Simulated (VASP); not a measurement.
Input of a VASP 6.6.1 run:

Contents of INCAR:

```
SYSTEM = MgO
PREC = Accurate
ENCUT = 520
EDIFF = 1E-7
ISMEAR = 0
SIGMA = 0.05
LREAL = .FALSE.
LASPH = .TRUE.
NELM = 100
ALGO = Normal
ISIF = 2
LWAVE = .FALSE.
LCHARG = .TRUE.
GGA = PE
LELF = .TRUE.
LVHAR = .TRUE.
NBANDS = 26
```

File KPOINTS:

```
Automatic mesh
0
G
  6 6 6
  0 0 0
```

Contents of POSCAR:

```
MgO
1.0
    4.2538458108      0.0000000000      0.0000000000
    0.0000000000     -4.2538458108      0.0000000000
    0.0000000000      0.0000000000     -4.2538458108
Mg O
4 4
Direct
    0.0997365884      0.0997365884      0.0000000000
    0.5000000000      0.5000000000      0.0000000000
    0.5000000000      0.0000000000      0.5000000000
    0.0000000000      0.5000000000      0.5000000000
    0.5000000000      0.0000000000      0.0000000000
    0.0000000000      0.5000000000      0.0000000000
    0.0000000000      0.0000000000      0.5000000000
    0.5000000000      0.5000000000      0.5000000000
```

Potentials or basis: VASP PAW PBE potentials, release 64 (Mg, O).

Run with:

```sh
$ cat potpaw_PBE.64/Mg/POTCAR potpaw_PBE.64/O/POTCAR > POTCAR
$ mpirun -np 1 vasp_std > vasp.out
```

**Question.** Estimate the largest force.

**Answer.** 7.451 eV/Å.

**Question.** Predict the band gap on the k mesh.

**Answer.** 4.37 eV.

**Question.** Estimate the pressure.

**Answer.** 9.5 GPa.

Stress tensor (GPa, compression positive):
```
14.06  2.79  0.00
 2.79 14.06  0.00
 0.00  0.00  0.38
```

Caveat: the cell differs from its parent crystal (atom 1 (Mg) moved -0.600 Å towards its neighbour atom 2 (Mg) at 3.008 Å); the cell stands under pressure; forces of over 1 eV/Å act on the atoms, so gaps and moduli don't describe the material at rest.
